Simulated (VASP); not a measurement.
Wanted: the native input for a VASP 6.6.1 run.

```yaml
Task: single point
Functional: PBE
Potentials_or_basis: VASP PAW PBE potentials, release 64 (Ti_sv, Al)
Cutoff: 520 eV
k_mesh: 4 × 4 × 4
Occupations: gaussian, width 0.1 eV
Spin: no spin polarisation
Dipole_correction: no
Further_INCAR_settings: ALGO = Normal; EDIFF = 1e-06; NBANDS = 18
```

The structure of TiAl3 lies in POSCAR:

```
TiAl3
1.0
    3.9806487071      0.0000000000      0.0000000000
    0.0000000000      3.9806487071      0.0000000000
    0.0000000000      0.0000000000      3.9806487071
Ti Al
1 3
Direct
    0.0000000000      0.0000000000      0.0000000000
    0.5000000000      0.0000000000      0.5000000000
    0.0000000000      0.5000000000      0.5000000000
    0.5000000000      0.5000000000      0.0000000000
```

One way to write it, as run:

INCAR

```
ALGO     = Normal         # electronic algorithm
EDIFF    = 1E-6           # SCF threshold, eV
ENCUT    = 520            # plane-wave cutoff, eV
GGA      = PE             # functional
ISIF     = 2              # what is computed and relaxed
ISMEAR   = 0              # smearing method
LASPH    = T              # aspherical terms in the spheres
LCHARG   = F              # write CHGCAR
LREAL    = F              # projectors in reciprocal space
LWAVE    = F              # write WAVECAR
NBANDS   = 18             # bands
NELM     = 60             # most SCF steps
PREC     = Accurate       # precision mode
SIGMA    = 0.1            # smearing width, eV
```

KPOINTS

```
k-points
0
Gamma
  4 4 4
```

Potentials or basis: VASP PAW PBE potentials, release 64 (Ti_sv, Al).

Launch:

```sh
$ cat potpaw_PBE.64/Ti_sv/POTCAR potpaw_PBE.64/Al/POTCAR > POTCAR
$ mpirun -np 1 vasp_std > vasp.out
```

It gave:

```
Pressure : 0.0 GPa
```

Caveat: the k points lie up to 0.39 Å⁻¹ apart.

It took 9 s on 1 thread of Intel(R) Xeon(R) 6975P-C (Granite Rapids), with other jobs on the host, peak memory 0.15 GiB.
